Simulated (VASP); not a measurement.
A run of VASP 6.6.1:

File INCAR:

```
SYSTEM = GeCN2
PREC = Accurate
ENCUT = 520
EDIFF = 1E-6
ISMEAR = -1
SIGMA = 0.05
LREAL = .False.
LASPH = .True.
NELM = 80
ALGO = Normal
ISIF = 2
LWAVE = .False.
LCHARG = .True.
GGA = CA
LELF = .True.
LVHAR = .True.
NBANDS = 22
```

The input KPOINTS:

```
Automatic mesh
0
Gamma
  9 9 9
  0 0 0
```

Contents of POSCAR:

```
GeCN2
1.0
    1.8173955815      1.0492738282      4.9867272349
   -1.8173955815      1.0492738282      4.9867272349
    0.0000000000     -2.0985476564      4.9867272349
Ge N C
1 2 1
Direct
    0.0000000000      0.0000000000      0.0000000000
    0.5839044000      0.5839044000      0.5839044000
    0.4160956000      0.4160956000      0.4160956000
    0.5000000000      0.5000000000      0.5000000000
```

Potentials or basis: VASP PAW LDA potentials, release 64 (Ge_d, N, C).

Run with:

```console
$ cat potpaw_LDA.64/Ge_d/POTCAR potpaw_LDA.64/N/POTCAR potpaw_LDA.64/C/POTCAR > POTCAR
$ mpirun -np 1 vasp_std > vasp.out
```

Hardware: 1 thread of Intel Xeon 8259CL (shared host).

Question: Estimate the wall time of this run.

Answer: It took 3.8 min on 1 thread of Intel Xeon 8259CL (shared host), peak memory 0.26 GiB. Counts: scf iterations 13, k points 85.
